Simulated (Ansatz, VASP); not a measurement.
## CdSe: VASP beside Ansatz

```
Cd Se
1.0
     0.00000    3.07027    3.16238
     3.07027    0.00000    3.16238
     3.07027    3.07027    0.00000
Cd Se
1 1
Cartesian
  0.0000 0.0000 0.0000
  1.5351 1.5351 1.5812
```

Change from the starting cell: zz strain of +3 %, crystal datasets.

Alike in both runs: task electric field gradients; functional PBE; k mesh 8 × 8 × 8; occupations fermi-dirac, width 0.03 eV; no spin polarisation.

```csv
,VASP,Ansatz
version,VASP 6.6.1,Ansatz 0.2.0
potentials or method,"VASP PAW PBE potentials, release 64 (Cd, Se), cutoff 520 eV","all-electron PAW with datasets made for the crystal, scalar-relativistic"
```

|  | VASP | Ansatz | Ansatz less VASP |
| --- | --- | --- | --- |
| pressure (GPa) | 0.1 | -0.1 | -0.23 |
| traceless stress, the component that is largest in VASP (GPa) | -0.36 | -0.37 | -0.005 |
| size of Vzz on the site where it differs most (V/Å²) | 8.2 | 8.8 | +0.58 |

Ansatz ran all-electron here, and VASP with PAW potentials.
